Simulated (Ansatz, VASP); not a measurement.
**SiC in VASP and in Ansatz**

File INCAR:

```
PREC = Accurate ; ENCUT = 600
EDIFF = 1E-7 ; ISMEAR = -1
SIGMA = 0.05 ; LREAL = False
LASPH = True ; NELM = 120
ALGO = Normal ; ISIF = 3
LWAVE = False ; LCHARG = False
GGA = LIBXC ; LIBXC1 = GGA_X_B88
LIBXC2 = GGA_C_PBE ; IBRION = 2
NSW = 60 ; EDIFFG = -0.01
GGA_COMPAT = False ; NELMIN = 4
```

File KPOINTS:

```
Automatic mesh
0
Gamma
  10 10 3
```

Contents of POSCAR:

```
SiC
1.0
    3.0756941497      0.0000000000      0.0000000000
   -1.5378470748      2.6636292679      0.0000000000
    0.0000000000      0.0000000000     10.0706464800
Si C
4 4
Direct
    0.0000000000      0.0000000000      0.1878943800
    0.0000000000      0.0000000000      0.6878943800
    0.3333333333      0.6666666667      0.4378419800
    0.6666666667      0.3333333333      0.9378419800
    0.0000000000      0.0000000000      0.0004600500
    0.0000000000      0.0000000000      0.5004600500
    0.3333333333      0.6666666667      0.2498025900
    0.6666666667      0.3333333333      0.7498025900
```

The input input.yaml:

```yaml
crystal:
  lattice:
    - [3.0756941497, 0.0, 0.0]
    - [-1.5378470748, 2.6636292679, 0.0]
    - [0.0, 0.0, 10.07064648]
  atoms:
    - { symbol: Si, position: [0.0, 0.0, 0.18789438] }
    - { symbol: Si, position: [0.0, 0.0, 0.68789438] }
    - { symbol: Si, position: [0.3333333333, 0.6666666667, 0.43784198] }
    - { symbol: Si, position: [0.6666666667, 0.3333333333, 0.93784198] }
    - { symbol: C, position: [0.0, 0.0, 0.00046005] }
    - { symbol: C, position: [0.0, 0.0, 0.50046005] }
    - { symbol: C, position: [0.3333333333, 0.6666666667, 0.24980259] }
    - { symbol: C, position: [0.6666666667, 0.3333333333, 0.74980259] }
hamiltonian:
  xc: { exchange: b88, correlation: pbe }
  pseudopotentials: { kind: paw }
kpoints:
  mp_grid: { grid: [10, 10, 3] }
scf:
  occupations: { method: fermi_dirac, width: 0.05 }
output:
  forces: true
  stress: true
  write_density: true
  write_potential: true
  elf: true
  volumetric_format: npy
relax:
  f_tol: 0.01
  max_steps: 40
  cell: { stress_tol: 0.05 }
```

Alike in both runs: task relaxation of cell and atoms; functional b88 exchange, pbe correlation; k mesh 10 × 10 × 3; occupations fermi-dirac, width 0.05 eV; no spin polarisation.

|  | VASP | Ansatz |
| --- | --- | --- |
| version | VASP 6.6.1 | Ansatz 0.2.0 |
| potentials or method | VASP PAW PBE potentials, release 64 (Si, C) | Ansatz PAW |
| plane-wave cutoff (eV) | 600 | 420 |
| valence electrons in the cell | 32 | 32 |

|  | VASP | Ansatz | Ansatz less VASP |
| --- | --- | --- | --- |
| gap on the k mesh at the Fermi level, each at its own relaxed structure (eV) | 2.23 | 2.23 | +0.005 |
| relaxed volume (Å³/atom) | 10.50 | 10.50 | +0.009 |
| relaxed cell length with the largest relative difference (Å) | 10.129 | 10.132 | +0.0033 |

VASP's potentials were made for PBE, not for b88 exchange, pbe correlation.

Noted on Ansatz's run: odd divisions of the mesh miss points on the zone boundary, where band edges often lie, so the gap on the mesh can be too wide; the plane-wave basis is chosen anew once the cell has moved, so the energies of steps on either side of that aren't comparable.
